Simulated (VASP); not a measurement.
## TiAl3: single point with PBEsol

TiAl3:

```xyz
4
Lattice="2.7816 0.0000 0.0000 0.0000 4.6711 0.0000 0.0000 0.0000 4.8936" Properties=species:S:1:pos:R:3 pbc="T T T"
Ti    0.0000    2.3355    0.7985
Al    1.3908    2.3355    3.2496
Al    1.3908    0.0000    1.6301
Al    0.0000    0.0000    4.1090
```

| Item | Value |
| --- | --- |
| Program | VASP 6.6.1 |
| Task | single point |
| Functional | PBEsol |
| Potentials or basis | VASP PAW PBE potentials, release 64 (Ti_sv, Al) |
| Cutoff | 520 eV |
| k mesh | 14 × 10 × 10 |
| Occupations | gaussian, width 0.1 eV |
| Spin | no spin polarisation |
| Dipole correction | no |
| Further INCAR settings | ALGO = Fast; EDIFF = 1e-06; NBANDS = 18 |

```yaml
Pressure: 0.0 GPa
Band_gap_on_the_k_mesh: zero (an odd number of electrons rules out a gap without spin polarisation)
```

Levels at points of the mesh, in eV from the Fermi level:
| k point | band 7 | band 8 | band 9 | band 10 | band 11 | band 12 | band 13 | band 14 | band 15 | band 16 |
| --- | --- | --- | --- | --- | --- | --- | --- | --- | --- | --- |
| (0.00, 0.00, 0.00) | -3.91 | -3.57 | -2.70 | -0.85 | -0.43 | 2.52 | 2.59 | 2.67 | 2.75 | 3.13 |
| (0.50, 0.00, 0.00) | -2.17 | -1.94 | -1.74 | 0.45 | 0.66 | 0.81 | 1.44 | 1.65 | 2.32 | 2.71 |
| (0.00, 0.50, 0.00) | -3.59 | -3.23 | -2.05 | -1.55 | -0.19 | 2.45 | 2.53 | 2.70 | 3.11 | 4.62 |
| (0.50, 0.50, 0.00) | -3.65 | -3.17 | -1.70 | -0.47 | -0.25 | 0.83 | 1.17 | 1.38 | 3.45 | 3.97 |
| (0.00, 0.00, 0.50) | -3.49 | -2.32 | -2.17 | -1.12 | -0.33 | 2.30 | 2.43 | 2.60 | 3.21 | 4.05 |
| (0.50, 0.00, 0.50) | -3.81 | -3.36 | -1.33 | -0.13 | -0.12 | 0.61 | 1.28 | 1.99 | 3.37 | 3.78 |
| (0.00, 0.50, 0.50) | -7.12 | -4.85 | -0.21 | -0.07 | 0.72 | 2.45 | 2.48 | 3.61 | 4.91 | 5.16 |
| (0.50, 0.50, 0.50) | -3.41 | -3.21 | -2.75 | -2.68 | -0.64 | -0.18 | 1.09 | 2.15 | 2.40 | 2.58 |

Run time: 5.1 min on 1 thread of Intel(R) Xeon(R) Platinum 8488C (Sapphire Rapids), with other jobs on the host, peak memory 0.41 GiB.

Caveat: the PAW data sets were made with another functional, which shifts forces and pressure a little.
